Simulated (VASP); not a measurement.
BN (Qingsongite): single point with PBE

Crystal: BN (Qingsongite).

```
B N
1.0
     0.00000    1.80451    1.80451
     1.80451    0.00000    1.80451
     1.80451    1.80451    0.00000
B N
1 1
Direct
  0.00000 0.00000 0.00000
  0.25000 0.25000 0.25000
```

| Quantity | Value |
| --- | --- |
| Program | VASP 6.6.1 |
| Task | single point |
| Functional | PBE |
| Potentials or basis | VASP PAW PBE potentials, release 64 (B, N) |
| Cutoff | 600 eV |
| k mesh | 10 × 10 × 10 |
| Occupations | methfessel-paxton, width 0.05 eV |
| Spin | no spin polarisation |

| Item | Value |
| --- | --- |
| Pressure | 5.0 GPa |
| Band gap on the k mesh | 4.46 eV, indirect (least direct gap 8.84 eV) |

Levels at points of the mesh, in eV from the valence-band top:
```tsv
k point	band 2	band 3	band 4	band 5	band 6	band 7
(0.00, 0.00, 0.00)	0.00	0.00	0.00	8.84	8.84	8.84
(0.50, 0.00, 0.00)	-10.74	-1.95	-1.95	10.21	10.73	10.73
(0.50, 0.50, 0.00)	-8.95	-4.93	-4.93	4.46	9.26	17.99
```

Wall time 5 s on 1 thread of Intel(R) Xeon(R) 6975P-C (Granite Rapids), with other jobs on the host, peak memory 0.11 GiB.

A k mesh can miss the band edges. As with any semilocal functional, this PBE gap is likely too small.
